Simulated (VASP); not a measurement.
Wanted: the native input for a VASP 6.6.1 run.

```yaml
Task: single point
Functional: BLYP
Potentials_or_basis: VASP PAW PBE potentials, release 64 (Sn_d)
Cutoff: 520 eV
k_mesh: 11 × 11 × 11
Occupations: fermi-dirac, width 0.05 eV
Spin: no spin polarisation
Dipole_correction: no
Further_INCAR_settings: ALGO = Normal; EDIFF = 1e-06; NBANDS = 13
```

The structure of Sn lies in POSCAR:

```
Sn
1.0
   -1.7265390000      1.7755470000      2.3383420000
    1.7265390000     -1.7755470000      2.3383420000
    1.7265390000      1.7755470000     -2.3383420000
Sn
1
Direct
    0.0000000000      0.0000000000      0.0000000000
```

These files were run (other wordings do the same):

INCAR

```
PREC     = Accurate       # precision mode
ENCUT    = 520            # plane-wave cutoff, eV
EDIFF    = 1E-6           # SCF threshold, eV
ISMEAR   = -1             # smearing method
SIGMA    = 0.05           # smearing width, eV
LREAL    = F              # projectors in reciprocal space
LASPH    = T              # aspherical terms in the spheres
NELM     = 100            # most SCF steps
ALGO     = Normal         # electronic algorithm
ISIF     = 2              # what is computed and relaxed
LWAVE    = F              # write WAVECAR
LCHARG   = F              # write CHGCAR
GGA      = B5             # functional
ALDAX    = 1.0          
AGGAX    = 1.0          
AGGAC    = 1.0          
ALDAC    = 0.0          
NBANDS   = 13             # bands
```

KPOINTS

```
Automatic mesh
0
Gamma
  11 11 11
```

Potentials or basis: VASP PAW PBE potentials, release 64 (Sn_d).

Launch:

```console
$ cat potpaw_PBE.64/Sn_d/POTCAR > POTCAR
$ mpirun -np 1 vasp_std > vasp.out
```

It gave:

```json
{
 "Pressure": "3.1 GPa",
 "Band gap on the k mesh": "zero (bands 7 and 8 overlap by 8.48 eV)"
}
```

Caveat: the cell stands under pressure; the PAW data sets were made with another functional, which shifts forces and pressure a little; spin-orbit coupling is left out, which moves the levels of the heavy elements.

Run time: 65 s on 1 thread of Intel(R) Xeon(R) Platinum 8259CL CPU @ 2.50GHz (Skylake/Cascade Lake), with other jobs on the host, peak memory 0.21 GiB.
